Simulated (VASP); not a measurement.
# SiW12 in VASP: notebook

Runs on SiW12. Level: PBE+D3(BJ). Tasks: single point.

Program: VASP 6.6.1. These are calculated values, not measurements. Logs are shortened: lines on timing, memory, paths and dates and some standing lists are left out, and cuts for length are marked.

## Step 1: The cell of the first run

The cell holds a slab with vacuum, 13 atoms: a = 5.664 Å, b = 5.664 Å, c = 21.150 Å, α = 90.00°, β = 90.00°, γ = 90.00°.

## Step 2: Single point, PBE+D3(BJ)

File INCAR:

```
SYSTEM = SiW12
ALGO = Normal ; DIPOL = 0.5 0.5 0.302
EDIFF = 1E-7 ; ENCUT = 520
GGA = PE ; IDIPOL = 3
ISIF = 2 ; ISMEAR = 0
IVDW = 12 ; LASPH = .True.
LCHARG = .True. ; LDIPOL = .True.
LELF = .True. ; LREAL = .False.
LVACPOTAV = .True. ; LVHAR = .True.
LWAVE = .False. ; NBANDS = 98
NELM = 100 ; PREC = Accurate
SIGMA = 0.1
```

File KPOINTS:

```
k-points
0
Gamma
  5 5 1
  0 0 0
```

File POSCAR:

```
SiW12
1.0
    5.6644156868      0.0000000000      0.0000000000
    0.0000000000      5.6644156868      0.0000000000
    0.0000000000      0.0000000000     21.1500668291
W Si
12 1
Direct
    0.2500000000      0.2500000000      0.1891246979
    0.2500000000      0.7500000000      0.1891246979
    0.7500000000      0.2500000000      0.1891246979
    0.7500000000      0.7500000000      0.1891246979
    0.0000000000      0.0000000000      0.2848852803
    0.0000000000      0.5000000000      0.2848852803
    0.5000000000      0.0000000000      0.2848852803
    0.5000000000      0.5000000000      0.2848852803
    0.2500000000      0.2500000000      0.3806166143
    0.2500000000      0.7500000000      0.3806166143
    0.7500000000      0.2500000000      0.3806166143
    0.7500000000      0.7500000000      0.3806166143
    0.2500000000      0.2500000000      0.5130039029
```

Potentials or basis: VASP PAW PBE potentials, release 64 (W_sv, Si).

The run is started by

```bash
cat potpaw_PBE.64/W_sv/POTCAR potpaw_PBE.64/Si/POTCAR > POTCAR
mpirun -np 1 vasp_std > vasp.out
```

OUTCAR:

```text
SYSTEM = SiW12
   EDIFF = 1E-7
   ENCUT = 520
   GGA = PE
   ISIF = 2
   ISMEAR = 0
   IVDW = 12
   LASPH = .True.
   LREAL = .False.
   NELM = 100
   PREC = Accurate
 IVDW          = 12

 ion  position               nearest neighbor table
   1  0.250  0.250  0.189-   2 2.83   3 2.83   2 2.83   3 2.83   7 2.85   8 2.85   5 2.85   6 2.85

   2  0.250  0.750  0.189-   1 2.83   4 2.83   1 2.83   4 2.83   7 2.85   8 2.85   5 2.85   6 2.85

   3  0.750  0.250  0.189-   1 2.83   4 2.83   4 2.83   1 2.83   7 2.85   8 2.85   5 2.85   6 2.85

   4  0.750  0.750  0.189-   2 2.83   3 2.83   3 2.83   2 2.83   7 2.85   8 2.85   5 2.85   6 2.85

   5  0.000  0.000  0.285-   6 2.83   7 2.83   6 2.83   7 2.83  11 2.85  12 2.85   9 2.85  10 2.85
                             1 2.85   2 2.85   3 2.85   4 2.85
   6  0.000  0.500  0.285-   5 2.83   8 2.83   5 2.83   8 2.83  11 2.85  12 2.85   9 2.85  10 2.85
                             1 2.85   2 2.85   3 2.85   4 2.85
   7  0.500  0.000  0.285-   5 2.83   8 2.83   8 2.83   5 2.83  11 2.85  12 2.85   9 2.85  10 2.85
                             1 2.85   2 2.85   3 2.85   4 2.85
   8  0.500  0.500  0.285-   6 2.83   7 2.83   7 2.83   6 2.83  11 2.85  12 2.85   9 2.85  10 2.85
                             1 2.85   2 2.85   3 2.85   4 2.85
   9  0.250  0.250  0.381-  13 2.80  11 2.83  10 2.83  10 2.83  11 2.83   6 2.85   7 2.85   8 2.85
                             5 2.85
  10  0.250  0.750  0.381-   9 2.83  12 2.83   9 2.83  12 2.83   5 2.85   6 2.85   7 2.85   8 2.85

  11  0.750  0.250  0.381-   9 2.83  12 2.83  12 2.83   9 2.83   5 2.85   6 2.85   7 2.85   8 2.85

  12  0.750  0.750  0.381-  10 2.83  11 2.83  11 2.83  10 2.83   5 2.85   6 2.85   7 2.85   8 2.85

  13  0.250  0.250  0.513-   9 2.80

  LATTYP: Found a simple tetragonal cell.
 ALAT       =     5.6644156868
 C/A-ratio  =     3.7338479375

  Lattice vectors:

 A1 = (   5.6644156868,   0.0000000000,   0.0000000000)
 A2 = (   0.0000000000,   5.6644156868,   0.0000000000)
 A3 = (   0.0000000000,   0.0000000000,  21.1500668291)

Analysis of symmetry for initial positions (statically):
=====================================================================
 Subroutine PRICEL returns:
 Original cell was already a primitive cell.

 Routine SETGRP: Setting up the symmetry group for a
 simple tetragonal supercell.

 Subroutine GETGRP returns: Found  8 space group operations
 (whereof  2 operations were pure point group operations)
 out of a pool of 16 trial point group operations.

The static configuration has the point symmetry C_1h.
 The point group associated with its full space group is C_4v.

Analysis of symmetry for dynamics (positions and initial velocities):
=====================================================================
 Subroutine PRICEL returns:
 Original cell was already a primitive cell.

 Routine SETGRP: Setting up the symmetry group for a
 simple tetragonal supercell.

 Subroutine GETGRP returns: Found  8 space group operations
 (whereof  2 operations were pure point group operations)
 out of a pool of 16 trial point group operations.

The dynamic configuration has the point symmetry C_1h.
 The point group associated with its full space group is C_4v.

 Subroutine INISYM returns: Found  8 space group operations
 (whereof  2 operations are pure point group operations),
 and found     1 'primitive' translations

----------------------------------------------------------------------------------------

                                     Primitive cell

  volume of cell :     678.6127

  direct lattice vectors                    reciprocal lattice vectors
     5.664415687  0.000000000  0.000000000     0.176540716  0.000000000  0.000000000
     0.000000000  5.664415687  0.000000000     0.000000000  0.176540716  0.000000000
     0.000000000  0.000000000 21.150066829     0.000000000  0.000000000  0.047281174

  length of vectors
     5.664415687  5.664415687 21.150066829     0.176540716  0.176540716  0.047281174

  position of ions in fractional coordinates (direct lattice)
     0.250000000  0.250000000  0.189124698
     0.250000000  0.750000000  0.189124698
     0.750000000  0.250000000  0.189124698
     0.750000000  0.750000000  0.189124698
     0.000000000  0.000000000  0.284885280
     0.000000000  0.500000000  0.284885280
     0.500000000  0.000000000  0.284885280
     0.500000000  0.500000000  0.284885280
     0.250000000  0.250000000  0.380616614
     0.250000000  0.750000000  0.380616614
     0.750000000  0.250000000  0.380616614
     0.750000000  0.750000000  0.380616614
     0.250000000  0.250000000  0.513003903

  ion indices of the primitive-cell ions
   primitive index   ion index
                 1           1
                 2           2
                 3           3
                 4           4
                 5           5
                 6           6
                 7           7
                 8           8
                 9           9
                10          10
                11          11
                12          12
                13          13

----------------------------------------------------------------------------------------

 KPOINTS: k-points

Automatic generation of k-mesh.
 Grid dimensions read from file:
 generate k-points for:    5    5    1

 Generating k-lattice:

  Cartesian coordinates                     Fractional coordinates (reciprocal lattice)
     0.035308143  0.000000000  0.000000000     0.200000000  0.000000000  0.000000000
     0.000000000  0.035308143  0.000000000     0.000000000  0.200000000  0.000000000
     0.000000000  0.000000000  0.047281174     0.000000000  0.000000000  1.000000000

  Length of vectors
     0.035308143  0.035308143  0.047281174

  Shift w.r.t. Gamma in fractional coordinates (k-lattice)
     0.000000000  0.000000000  0.000000000

 Subroutine IBZKPT returns following result:
 ===========================================

 Found      6 irreducible k-points:

 Following reciprocal coordinates:
            Coordinates               Weight
  0.000000  0.000000  0.000000      1.000000
  0.200000  0.000000  0.000000      4.000000
  0.400000  0.000000  0.000000      4.000000
  0.200000  0.200000  0.000000      4.000000
  0.400000  0.200000  0.000000      8.000000
  0.400000  0.400000  0.000000      4.000000
   k-points           NKPTS =      6   k-points in BZ     NKDIM =      6   number of bands    NBANDS=     98
   number of dos      NEDOS =    301   number of ions     NIONS =     13
   total plane-waves  NPLWV = 282240
   dimension x,y,z NGX =    42 NGY =   42 NGZ =  160
   dimension x,y,z NGXF=    84 NGYF=   84 NGZF=  320
   ions per type =              12   1
   NGX,Y,Z   is equivalent  to a cutoff of  12.33, 12.33, 12.58 a.u.
   NGXF,Y,Z  is equivalent  to a cutoff of  24.65, 24.65, 25.15 a.u.
 SYSTEM =  SiW12
   PREC   = accura    normal or accurate (medium, high low for compatibility)
   ISTART =      0    job   : 0-new  1-cont  2-samecut
   ICHARG =      2    charge: 1-file 2-atom 10-const
   ISPIN  =      1    spin polarized calculation?
   LNONCOLLINEAR =      F non collinear calculations
   LSORBIT =      F    spin-orbit coupling
   LASPH  =      T    aspherical Exc in radial PAW
   ENCUT  =  520.0 eV  38.22 Ry    6.18 a.u.  10.53 10.53 39.33*2*pi/ulx,y,z
   NELM   =    100;   NELMIN=  2; NELMDL= -5     # of ELM steps
   EDIFF  = 0.1E-06   stopping-criterion for ELM
   LREAL  =      F    real-space projection
   EDIFFG = 0.1E-05   stopping-criterion for IOM
   NSW    =      0    number of steps for IOM
   IBRION =     -1    ionic relax: 0-MD 1-quasi-New 2-CG
   NFREE  =      0    steps in history (QN), initial steepest desc. (CG)
   ISIF   =      2    stress and relaxation
   ISYM   =      2    0-nonsym 1-usesym 2-fastsym
   POTIM  = 0.5000    time-step for ionic-motion
   TEBEG  =    0.0;   TEEND  =   0.0 temperature during run
   PSTRESS=    0.0 pullay stress
   NELECT =     172.0000    total number of electrons
   NUPDOWN=      -1.0000    fix difference up-down
   EMIN   =  10.00;   EMAX   =-10.00  energy-range for DOS
   EFERMI =   0.00;   METHOD = LEGACY
   ISMEAR =     0;   SIGMA  =   0.10  broadening in eV -4-tet -1-fermi 0-gaus
   EFERMI_NEDOS =   21; number of points for ismear=-14 and -15
   IALGO  =     38    algorithm
   IMIX   =      4    mixing-type and parameters
     AMIX     =   0.40;   BMIX     =  1.00
     AMIX_MAG =   1.60;   BMIX_MAG =  1.00
  volume/ion in A,a.u.               =      52.20       352.27
  Fermi-wavevector in a.u.,A,eV,Ry     =   1.036041  1.957834 14.604238  1.073381
  Thomas-Fermi vector in A             =   2.170413
   LORBIT       =      0    0 simple, 1 ext, 2 COOP (PROOUT), +10 PAW based schemes
   GGA     = PE    functional components
   LHFCALC =     F    Hartree Fock is set to
   AEXX    =    0.0000 exact exchange contribution
   IVDW    =    12    specifies the selected vdW correction
   LEPSILON=     F    determine dielectric tensor
   LRPA    =     F    only Hartree local field effects (RPA)
 non-spin polarized calculation
 Gauss-broadening in eV      SIGMA  =   0.10
  energy-cutoff  :      520.00
  volume of cell :      678.61
 maximum number of plane-waves:     18347
 NGX is ok and might be reduce to    42
   NGX = 21   NGY = 21   NGZ = 79

 dipolmoment           0.000000      0.000000      0.030401 electrons x Angstroem

 number of electron     171.9999987 magnetization

 dipolmoment           0.000000      0.000000     -0.016249 electrons x Angstroem

 Free energy of the ion-electron system (eV)
  ---------------------------------------------------
  ext. energy  EPLUGINS =         0.00000000
  ---------------------------------------------------
  free energy    TOTEN  =      -140.65303853 eV

  energy without entropy =     -140.53762950  energy(sigma->0) =     -140.59533402

 E-fermi :   0.2749     XC(G=0):  -5.4093

 val. band max:        0.2689773436   @ k =   0.2000   0.0000   0.0000
 cond. band min:       0.3077680017   @ k =   0.2000   0.0000   0.0000
 fundamental gap:      0.0387906581
 Fermi energy:         0.2749406438

 k-point     1 :       0.0000    0.0000    0.0000
  band No.  band energies     occupation
      1     -73.6812      2.00000
      2     -73.6593      2.00000
      3     -73.6084      2.00000
      4     -73.5849      2.00000
      5     -73.5562      2.00000
      6     -73.5489      2.00000
[... 90 lines left out ...]
     97       2.1038      0.00000
     98       2.1142      0.00000

 k-point     2 :       0.2000    0.0000    0.0000
  band No.  band energies     occupation
      1     -73.6780      2.00000
      2     -73.6599      2.00000
      3     -73.6042      2.00000
      4     -73.5864      2.00000
      5     -73.5592      2.00000
      6     -73.5480      2.00000
[... 90 lines left out ...]
     97       1.8668      0.00000
     98       1.9730      0.00000

 k-point     3 :       0.4000    0.0000    0.0000
  band No.  band energies     occupation
      1     -73.6706      2.00000
      2     -73.6629      2.00000
      3     -73.5940      2.00000
      4     -73.5890      2.00000
      5     -73.5705      2.00000
      6     -73.5411      2.00000
[... 90 lines left out ...]
     97       1.4628      0.00000
     98       1.6939      0.00000

 k-point     4 :       0.2000    0.2000    0.0000
  band No.  band energies     occupation
      1     -73.6750      2.00000
      2     -73.6600      2.00000
      3     -73.6001      2.00000
      4     -73.5880      2.00000
      5     -73.5577      2.00000
      6     -73.5512      2.00000
[... 90 lines left out ...]
     97       1.8846      0.00000
     98       1.9549      0.00000

 k-point     5 :       0.4000    0.2000    0.0000
  band No.  band energies     occupation
      1     -73.6683      2.00000
      2     -73.6621      2.00000
      3     -73.5930      2.00000
      4     -73.5877      2.00000
      5     -73.5667      2.00000
      6     -73.5455      2.00000
[... 90 lines left out ...]
     97       1.4293      0.00000
     98       1.5258      0.00000

 k-point     6 :       0.4000    0.4000    0.0000
  band No.  band energies     occupation
      1     -73.6637      2.00000
      2     -73.6613      2.00000
      3     -73.5956      2.00000
      4     -73.5790      2.00000
      5     -73.5581      2.00000
      6     -73.5544      2.00000
[... 90 lines left out ...]
     97       1.2306      0.00000
     98       1.3271      0.00000

------------------------ aborting loop because EDIFF is reached ----------------------------------------

 Edisp (eV)   -5.16693

 E8    (eV) :    -2.7374

  FORCE on cell =-STRESS in cart. coord.  units (eV):
  Direction    XX          YY          ZZ          XY          YZ          ZX
  --------------------------------------------------------------------------------------
  -------------------------------------------------------------------------------------
  Total     -35.25436   -35.25436    -7.71149     0.00000     0.00000     0.00000
  in kB     -83.23412   -83.23412   -18.20652     0.00000     0.00000     0.00000
  external pressure =      -61.56 kB  Pullay stress =        0.00 kB

 VOLUME and BASIS-vectors are now :
 -----------------------------------------------------------------------------
  energy-cutoff  :      520.00
  volume of cell :      678.61
      direct lattice vectors                 reciprocal lattice vectors
     5.664415687  0.000000000  0.000000000     0.176540716  0.000000000  0.000000000
     0.000000000  5.664415687  0.000000000     0.000000000  0.176540716  0.000000000
     0.000000000  0.000000000 21.150066829     0.000000000  0.000000000  0.047281174

 POSITION                                       TOTAL-FORCE (eV/Angst)
 -----------------------------------------------------------------------------------
      1.41610      1.41610      4.00000        -0.000000     -0.000000      0.299614
      1.41610      4.24831      4.00000        -0.000000     -0.000000      0.035717
      4.24831      1.41610      4.00000        -0.000000     -0.000000      0.035717
      4.24831      4.24831      4.00000        -0.000000     -0.000000      0.056929
      0.00000      0.00000      6.02534        -0.177045     -0.177045     -0.288434
      0.00000      2.83221      6.02534        -0.177045      0.177045     -0.288434
      2.83221      0.00000      6.02534         0.177045     -0.177045     -0.288434
      2.83221      2.83221      6.02534         0.177045      0.177045     -0.288434
      1.41610      1.41610      8.05007        -0.000000     -0.000000      2.457842
      1.41610      4.24831      8.05007        -0.000000      0.000000      0.541778
      4.24831      1.41610      8.05007        -0.000000     -0.000000      0.541778
      4.24831      4.24831      8.05007        -0.000000     -0.000000      0.082675
      1.41610      1.41610     10.85007        -0.000000     -0.000000     -2.898317
 -----------------------------------------------------------------------------------
    total drift:                                0.000000      0.000000     -0.000173

  FREE ENERGIE OF THE ION-ELECTRON SYSTEM (eV)
  ---------------------------------------------------
  free  energy   TOTEN  =      -145.8199728589 eV

  energy  without entropy=     -145.7045638251  energy(sigma->0) =     -145.76226834

 vacuum level on the upper side and lower side of the slab         4.833         4.924
```

Wall time 22 min (1 thread of Intel Xeon Platinum 8488C (Sapphire Rapids), shared host); peak memory 0.74 GiB.

Results:

| Item | Value |
| --- | --- |
| Free energy | -145.8200 eV |
| Largest force | 2.898 eV/Å |
| Band gap on the k mesh | zero (bands 86 and 87 overlap by 0.31 eV) |
| Dispersion energy per atom | -0.397 eV |

Forces on the atoms (eV/Å):
```
W    0.000  0.000  0.300
W    0.000  0.000  0.036
W    0.000  0.000  0.036
W    0.000  0.000  0.057
W   -0.177 -0.177 -0.288
W   -0.177  0.177 -0.288
W    0.177 -0.177 -0.288
W    0.177  0.177 -0.288
W    0.000  0.000  2.458
W    0.000  0.000  0.542
W    0.000  0.000  0.542
W    0.000  0.000  0.083
Si   0.000  0.000 -2.898
```

Levels at points of the mesh, in eV from the Fermi level:
```
           k point  band 82  band 83  band 84  band 85  band 86  band 87  band 88  band 89  band 90  band 91
(0.00, 0.00, 0.00)    -0.28    -0.14    -0.14    -0.02    -0.02     0.52     0.52     0.52     1.05     1.07
```

Caveat: spin-orbit coupling is left out, which moves the levels of the heavy elements.

[end of part 1 of 2]

The gap in the log of VASP goes by the Fermi energy; the results here count the filled bands.